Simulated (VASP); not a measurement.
# I (Fmmm) in VASP: notebook

The runs below take I through single point, with PBE, LDA, PBEsol, revPBE.

Program: VASP 6.6.1. These are calculated values, not measurements. Logs are shortened: lines on timing, memory, paths and dates and some standing lists are left out, and cuts for length are marked.

### 1 The cell of the first run

Symmetry: Fmmm, No. 69, orthorhombic system. The conventional cell has a = 4.348 Å, b = 4.691 Å, c = 7.754 Å, α = 90.00°, β = 90.00°, γ = 90.00°. Within 4.2 Å of I (site symmetry mmm) lie 4 I at 3.20 Å.

### 2 Single point, PBE

INCAR reads:

```
PREC = Accurate ; ENCUT = 500
EDIFF = 1E-6 ; ISMEAR = 0
SIGMA = 0.1 ; LREAL = F
LASPH = T ; NELM = 120
ALGO = Normal ; ISIF = 2
LWAVE = F ; LCHARG = F
GGA = PE ; NBANDS = 10
GGA_COMPAT = F
```

KPOINTS reads:

```
Automatic mesh
0
Gamma
  6 6 6
```

POSCAR reads:

```
I
1.0
    0.0000000000      2.3457205076      3.8769827795
    2.1738223649      0.0000000000      3.8769827795
    2.1738223649      2.3457205076      0.0000000000
I
1
Direct
    0.0000000000      0.0000000000      0.0000000000
```

Potentials or basis: VASP PAW PBE potentials, release 64 (I).

Started as:

```console
cat potpaw_PBE.64/I/POTCAR > POTCAR
mpirun -np 1 vasp_std > vasp.out
```

OUTCAR:

```text
PREC = Accurate
   ENCUT = 500
   EDIFF = 1E-6
   ISMEAR = 0
   LREAL = F
   LASPH = T
   NELM = 120
   ISIF = 2
   GGA = PE

 ion  position               nearest neighbor table
   1  0.000  0.000  0.000-

  LATTYP: Found a face centered orthorhombic cell.
 ALAT       =     4.3476447298
 B/A-ratio  =     1.0790764441
 C/A-ratio  =     1.7834864716

  Lattice vectors:

 A1 = (   0.0000000000,   2.3457205076,   3.8769827795)
 A2 = (   2.1738223649,   0.0000000000,   3.8769827795)
 A3 = (   2.1738223649,   2.3457205076,   0.0000000000)

Analysis of symmetry for initial positions (statically):
=====================================================================
 Subroutine PRICEL returns:
 Original cell was already a primitive cell.

 Routine SETGRP: Setting up the symmetry group for a
 face centered orthorhombic supercell.

 Subroutine GETGRP returns: Found  8 space group operations
 (whereof  8 operations were pure point group operations)
 out of a pool of  8 trial point group operations.

The static configuration has the point symmetry D_2h.

Analysis of symmetry for dynamics (positions and initial velocities):
=====================================================================
 Subroutine PRICEL returns:
 Original cell was already a primitive cell.

 Routine SETGRP: Setting up the symmetry group for a
 face centered orthorhombic supercell.

 Subroutine GETGRP returns: Found  8 space group operations
 (whereof  8 operations were pure point group operations)
 out of a pool of  8 trial point group operations.

The dynamic configuration has the point symmetry D_2h.

 Subroutine INISYM returns: Found  8 space group operations
 (whereof  8 operations are pure point group operations),
 and found     1 'primitive' translations

----------------------------------------------------------------------------------------

                                     Primitive cell

  volume of cell :      39.5389

  direct lattice vectors                    reciprocal lattice vectors
     0.000000000  2.345720508  3.876982780    -0.230009594  0.213154124  0.128966268
     2.173822365  0.000000000  3.876982780     0.230009594 -0.213154124  0.128966268
     2.173822365  2.345720508  0.000000000     0.230009594  0.213154124 -0.128966268

  length of vectors
     4.531379500  4.444828360  3.198110125     0.339074317  0.339074317  0.339074317

  position of ions in fractional coordinates (direct lattice)
     0.000000000  0.000000000  0.000000000

  ion indices of the primitive-cell ions
   primitive index   ion index
                 1           1

----------------------------------------------------------------------------------------

 KPOINTS: Automatic mesh

Automatic generation of k-mesh.
 Grid dimensions read from file:
 generate k-points for:    6    6    6

 Generating k-lattice:

  Cartesian coordinates                     Fractional coordinates (reciprocal lattice)
    -0.038334932  0.035525687  0.021494378     0.166666667  0.000000000  0.000000000
     0.038334932 -0.035525687  0.021494378     0.000000000  0.166666667  0.000000000
     0.038334932  0.035525687 -0.021494378     0.000000000  0.000000000  0.166666667

  Length of vectors
     0.056512386  0.056512386  0.056512386

  Shift w.r.t. Gamma in fractional coordinates (k-lattice)
     0.000000000  0.000000000  0.000000000

 Subroutine IBZKPT returns following result:
 ===========================================

 Found     46 irreducible k-points:

 Following reciprocal coordinates:
            Coordinates               Weight
  0.000000  0.000000  0.000000      1.000000
  0.166667  0.000000 -0.000000      8.000000
  0.333333 -0.000000 -0.000000      8.000000
  0.500000 -0.000000 -0.000000      4.000000
  0.166667  0.166667  0.000000      2.000000
  0.333333  0.166667 -0.000000      8.000000
[... 16 lines left out ...]
 -0.166667  0.166667  0.166667      8.000000
  0.500000  0.333333  0.166667      4.000000
 [... further k-points ...]
   k-points           NKPTS =     46   k-points in BZ     NKDIM =     46   number of bands    NBANDS=     10
   number of dos      NEDOS =    301   number of ions     NIONS =      1
   total plane-waves  NPLWV =  27648
   dimension x,y,z NGX =    36 NGY =   32 NGZ =   24
   dimension x,y,z NGXF=    72 NGYF=   64 NGZF=   48
   ions per type =               1
   NGX,Y,Z   is equivalent  to a cutoff of  13.21, 11.97, 12.48 a.u.
   NGXF,Y,Z  is equivalent  to a cutoff of  26.42, 23.94, 24.95 a.u.
 SYSTEM =  unknown system
   PREC   = accura    normal or accurate (medium, high low for compatibility)
   ISTART =      0    job   : 0-new  1-cont  2-samecut
   ICHARG =      2    charge: 1-file 2-atom 10-const
   ISPIN  =      1    spin polarized calculation?
   LNONCOLLINEAR =      F non collinear calculations
   LSORBIT =      F    spin-orbit coupling
   LASPH  =      T    aspherical Exc in radial PAW
   ENCUT  =  500.0 eV  36.75 Ry    6.06 a.u.   8.26  8.10  5.83*2*pi/ulx,y,z
   NELM   =    120;   NELMIN=  2; NELMDL= -5     # of ELM steps
   EDIFF  = 0.1E-05   stopping-criterion for ELM
   LREAL  =      F    real-space projection
   EDIFFG = 0.1E-04   stopping-criterion for IOM
   NSW    =      0    number of steps for IOM
   IBRION =     -1    ionic relax: 0-MD 1-quasi-New 2-CG
   NFREE  =      0    steps in history (QN), initial steepest desc. (CG)
   ISIF   =      2    stress and relaxation
   ISYM   =      2    0-nonsym 1-usesym 2-fastsym
   POTIM  = 0.5000    time-step for ionic-motion
   TEBEG  =    0.0;   TEEND  =   0.0 temperature during run
   PSTRESS=    0.0 pullay stress
   NELECT =       7.0000    total number of electrons
   NUPDOWN=      -1.0000    fix difference up-down
   EMIN   =  10.00;   EMAX   =-10.00  energy-range for DOS
   EFERMI =   0.00;   METHOD = LEGACY
   ISMEAR =     0;   SIGMA  =   0.10  broadening in eV -4-tet -1-fermi 0-gaus
   EFERMI_NEDOS =   21; number of points for ismear=-14 and -15
   IALGO  =     38    algorithm
   IMIX   =      4    mixing-type and parameters
     AMIX     =   0.40;   BMIX     =  1.00
     AMIX_MAG =   1.60;   BMIX_MAG =  1.00
  volume/ion in A,a.u.               =      39.54       266.82
  Fermi-wavevector in a.u.,A,eV,Ry     =   0.919248  1.737127 11.497157  0.845017
  Thomas-Fermi vector in A             =   2.044421
   LORBIT       =      0    0 simple, 1 ext, 2 COOP (PROOUT), +10 PAW based schemes
   GGA     = PE    functional components
   LHFCALC =     F    Hartree Fock is set to
   AEXX    =    0.0000 exact exchange contribution
   IVDW    =     0    specifies the selected vdW correction
   LEPSILON=     F    determine dielectric tensor
   LRPA    =     F    only Hartree local field effects (RPA)
 non-spin polarized calculation
 Gauss-broadening in eV      SIGMA  =   0.10
  energy-cutoff  :      500.00
  volume of cell :       39.54
 maximum number of plane-waves:      1016
 NGX is ok and might be reduce to    36
   NGX = 17   NGY = 17   NGZ = 11

 number of electron       6.9999999 magnetization

 Free energy of the ion-electron system (eV)
  ---------------------------------------------------
  ext. energy  EPLUGINS =         0.00000000
  ---------------------------------------------------
  free energy    TOTEN  =        -1.33258180 eV

  energy without entropy =       -1.32650488  energy(sigma->0) =       -1.32954334

 E-fermi :   3.4805     XC(G=0):  -8.3745

 val. band max:        3.4311172548   @ k =  -0.3333   0.3333   0.1667
 cond. band min:       3.4878343543   @ k =   0.5000   0.1667   0.1667
 fundamental gap:      0.0567170995
 Fermi energy:         3.4805174949

 k-point     1 :       0.0000    0.0000    0.0000
  band No.  band energies     occupation
      1     -10.2531      2.00000
      2       1.7730      2.00000
      3       4.5971      0.00000
      4       4.9053      0.00000
      5       8.2734      0.00000
      6      11.2356      0.00000
      7      12.0496      0.00000
      8      15.9391      0.00000
      9      16.2285      0.00000
     10      16.2687      0.00000

 k-point     2 :       0.1667    0.0000   -0.0000
  band No.  band energies     occupation
      1      -9.9510      2.00000
      2       1.7552      2.00000
      3       2.6046      2.00000
      4       4.9424      0.00000
      5       9.0119      0.00000
      6      11.8351      0.00000
      7      12.6402      0.00000
      8      14.4521      0.00000
      9      16.4334      0.00000
     10      17.2688      0.00000

 k-point     3 :       0.3333   -0.0000   -0.0000
  band No.  band energies     occupation
      1      -9.2066      2.00000
      2      -0.3305      2.00000
      3       1.9022      2.00000
      4       5.3523      0.00000
      5       9.1981      0.00000
      6      12.1303      0.00000
      7      12.5245      0.00000
      8      15.9103      0.00000
      9      17.4416      0.00000
     10      18.0736      0.00000

 k-point     4 :       0.5000   -0.0000   -0.0000
  band No.  band energies     occupation
      1      -8.7153      2.00000
      2      -1.5981      2.00000
      3       1.9866      2.00000
      4       5.5883      0.00000
      5       8.4709      0.00000
      6      12.9265      0.00000
      7      14.5056      0.00000
      8      15.6938      0.00000
      9      16.2224      0.00000
     10      16.3604      0.00000

 k-point     5 :       0.1667    0.1667    0.0000
  band No.  band energies     occupation
      1     -10.1898      2.00000
      2       1.0607      2.00000
      3       4.5354      0.00000
      4       4.8491      0.00000
      5       9.6051      0.00000
      6      11.0821      0.00000
      7      11.7446      0.00000
      8      16.4311      0.00000
      9      16.7363      0.00000
     10      16.9971      0.00000

 k-point     6 :       0.3333    0.1667   -0.0000
  band No.  band energies     occupation
      1      -9.8453      2.00000
      2       0.7515      2.00000
      3       2.5078      2.00000
      4       4.8504      0.00000
      5      10.8389      0.00000
      6      11.5180      0.00000
      7      13.7361      0.00000
      8      14.5210      0.00000
      9      17.3058      0.00000
     10      18.1667      0.00000
[... 183 lines left out ...]
 k-point    21 :       0.5000    0.1667    0.1667
  band No.  band energies     occupation
      1      -8.9182      2.00000
      2      -0.0201      2.00000
      3       1.7551      2.00000
      4       3.4878      0.91759
      5       9.9027      0.00000
      6      11.9849      0.00000
      7      13.6075      0.00000
      8      14.9355      0.00000
      9      15.8404      0.00000
     10      17.8979      0.00000

 k-point    22 :      -0.3333    0.1667    0.1667
  band No.  band energies     occupation
      1      -8.4349      2.00000
      2      -1.3204      2.00000
      3       2.1630      2.00000
      4       3.6396      0.02449
      5       9.0441      0.00000
      6      11.6610      0.00000
      7      13.6832      0.00000
      8      15.5244      0.00000
      9      16.0620      0.00000
     10      17.4544      0.00000

 k-point    23 :      -0.1667    0.1667    0.1667
  band No.  band energies     occupation
      1      -8.9184      2.00000
      2      -0.1165      2.00000
      3       2.3558      2.00000
      4       3.2018      1.99992
      5       9.6566      0.00000
      6      11.0917      0.00000
      7      13.2709      0.00000
      8      13.9458      0.00000
      9      15.9639      0.00000
     10      19.8667      0.00000

 k-point    24 :       0.5000    0.3333    0.1667
  band No.  band energies     occupation
      1      -9.5306      2.00000
      2       0.5587      2.00000
      3       2.6991      2.00000
      4       2.9673      2.00000
      5      11.8891      0.00000
      6      13.3913      0.00000
      7      13.7026      0.00000
      8      15.1568      0.00000
      9      15.4873      0.00000
     10      16.6585      0.00000

 [... further k-points ...]

------------------------ aborting loop because EDIFF is reached ----------------------------------------

  FORCE on cell =-STRESS in cart. coord.  units (eV):
  Direction    XX          YY          ZZ          XY          YZ          ZX
  --------------------------------------------------------------------------------------
  -------------------------------------------------------------------------------------
  Total        0.3681643      0.3499091      0.2396435      0.0000000      0.0000000      0.0000000
  in kB       14.9185982     14.1788713      9.7107342      0.0000000      0.0000000      0.0000000
  external PRESSURE =      12.9360679 kB  Pullay stress =       0.0000000 kB

 VOLUME and BASIS-vectors are now :
 -----------------------------------------------------------------------------
  energy-cutoff  :      500.00
  volume of cell :       39.54
      direct lattice vectors                 reciprocal lattice vectors
     0.000000000  2.345720508  3.876982780    -0.230009594  0.213154124  0.128966268
     2.173822365  0.000000000  3.876982780     0.230009594 -0.213154124  0.128966268
     2.173822365  2.345720508  0.000000000     0.230009594  0.213154124 -0.128966268

 POSITION                                       TOTAL-FORCE (eV/Angst)
 -----------------------------------------------------------------------------------
      0.00000      0.00000      0.00000         0.000000      0.000000      0.000000
 -----------------------------------------------------------------------------------
    total drift:                                0.000000      0.000000      0.000000

  FREE ENERGIE OF THE ION-ELECTRON SYSTEM (eV)
  ---------------------------------------------------
  free  energy   TOTEN  =        -1.3325818041 eV

  energy  without entropy=       -1.3265048785  energy(sigma->0) =       -1.32954334
```

Run time: 21 s. Hardware: 1 thread of Intel Xeon 8259CL, shared host; peak memory 0.17 GiB.

What came out:

- Free energy: -1.3326 eV
- Pressure: 1.3 GPa

Stress tensor (GPa, compression positive):
```
1.49 0.00 0.00
0.00 1.42 0.00
0.00 0.00 0.97
```

Caveat: spin-orbit coupling is left out, which moves the levels of the heavy elements; an odd number of electrons without spin polarisation forces a metal; a magnetic or distorted state may lie lower.

### 3 Single point, LDA

This run uses another cell than the first one, of 40.55 Å³/atom, 1.026 times its volume.

INCAR reads:

```
SYSTEM = I
  PREC = Accurate
  ENCUT = 500
  EDIFF = 1E-6
  ISMEAR = 0
  SIGMA = 0.1
  LREAL = .False.
  LASPH = .True.
  NELM = 120
  ALGO = Normal
  ISIF = 2
  LWAVE = .False.
  LCHARG = .False.
  GGA = CA
  NBANDS = 10
  GGA_COMPAT = .False.
```

KPOINTS reads:

```
Automatic mesh
0
Gamma
  6 6 6
  0 0 0
```

POSCAR reads:

```
I
1.0
    0.0000000000      2.3656004428      3.9098401324
    2.1922454667      0.0000000000      3.9098401324
    2.1922454667      2.3656004428      0.0000000000
I
1
Direct
    0.0000000000      0.0000000000      0.0000000000
```

Potentials or basis: VASP PAW LDA potentials, release 64 (I).

Started as:

```console
cat potpaw_LDA.64/I/POTCAR > POTCAR
mpirun -np 1 vasp_std > vasp.out
```

Wall time 20 s (1 thread of Intel Xeon 8259CL, shared host); peak memory 0.16 GiB.

It converged, with:

* Free energy: -1.8656 eV
* Pressure: -2.2 GPa

Stress tensor (GPa, compression positive):
```
-2.57  0.00  0.00
 0.00 -2.89  0.00
 0.00  0.00 -1.02
```

Levels at points of the mesh, in eV from the Fermi level:
```
           k point  band 1  band 2  band 3  band 4  band 5  band 6  band 7  band 8
(0.00, 0.00, 0.00)  -13.58   -1.57    1.08    1.37    4.60    7.86    8.46   12.40
(0.50, 0.00, 0.00)  -12.12   -4.90   -1.37    2.02    4.94    9.44   10.72   12.20
(0.50, 0.50, 0.00)  -13.33   -3.77    0.86    1.17    7.31    7.50   10.77   14.89
(0.50, 0.00, 0.50)  -10.83   -4.07   -3.15   -0.11    4.18    6.82    9.92   10.58
(0.00, 0.50, 0.50)  -10.79   -3.75   -3.45   -0.41    4.12    5.95   10.68   10.80
```

Caveat: spin-orbit coupling is left out, which moves the levels of the heavy elements; an odd number of electrons without spin polarisation forces a metal; a magnetic or distorted state may lie lower.

(Part 1 of 2 ends here.)
